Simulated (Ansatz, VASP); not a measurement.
## Two plane-wave programs on Sn

POSCAR

```
Sn
1.0
    6.1511416999      0.0000000000      0.0000000000
   -3.0755708500      5.3270449744      0.0000000000
    0.0000000000      0.0000000000      3.7709173030
Sn
3
Direct
    0.0000000000      0.0000000000      0.0000000000
    0.3333333333      0.6666666667      0.5000000000
    0.6666666667      0.3333333333      0.5000000000
```

Contents of INCAR.step1:

```
  PREC = Accurate
  ENCUT = 520
  ISMEAR = 0
  SIGMA = 0.1
  LREAL = F
  LASPH = T
  NELM = 100
  NBANDS = 28
  GGA = PE
  ALGO = Normal
  EDIFF = 1E-4
  LWAVE = T
  LCHARG = F
```

INCAR.step2

```
  PREC = Accurate
  ENCUT = 520
  EDIFF = 1E-6
  ISMEAR = 0
  SIGMA = 0.1
  LREAL = F
  LASPH = T
  NELM = 100
  ALGO = Normal
  ISIF = 2
  LWAVE = F
  LCHARG = F
  METAGGA = R2SCAN
  LMIXTAU = T
  NBANDS = 28
  ISTART = 1
```

The input KPOINTS:

```
Automatic mesh
0
Gamma
  3 3 6
```

Input for Ansatz:

```yaml
crystal:
  lattice:
    - [6.1511416999, 0.0, 0.0]
    - [-3.07557085, 5.3270449744, 0.0]
    - [0.0, 0.0, 3.770917303]
  atoms:
    - { symbol: Sn, position: [0.0, 0.0, 0.0] }
    - { symbol: Sn, position: [0.3333333333, 0.6666666667, 0.5] }
    - { symbol: Sn, position: [0.6666666667, 0.3333333333, 0.5] }
basis:
  ecutwfc: 500
kpoints:
  mp_grid: { grid: [3, 3, 6] }
hamiltonian:
  xc: r2scan
scf:
  occupations: { method: gaussian, width: 0.1 }
  lower_state_search: "off"
output:
  forces: true
  stress: true
  eigenvalues: true
```

Alike in both runs: task single point; functional r2SCAN; k mesh 3 × 3 × 6; occupations gaussian, width 0.1 eV; no spin polarisation.

```csv
,VASP,Ansatz
version,VASP 6.6.1,Ansatz 0.2.0
potentials or method,"VASP PAW PBE potentials, release 64 (Sn_d), cutoff 520 eV","scalar-relativistic, plane waves, PAW"
valence electrons in the cell,42,42
```

|  | VASP | Ansatz | Ansatz less VASP |
| --- | --- | --- | --- |
| gap on the k mesh at the Fermi level (eV) | none | none | - |
| pressure (GPa) | -8.1 | -8.1 | +0.06 |
| traceless stress, the component that is largest in VASP (GPa) | -0.50 | -0.50 | +0.001 |

VASP's potentials were made for PBE, not for r2SCAN. A gap of «none» marks a metal or a gap that the smearing closes. With one functional, cell and mesh, what is left measures potentials, basis and numerics.

The k mesh is coarse, so the values compare programs but aren't converged.
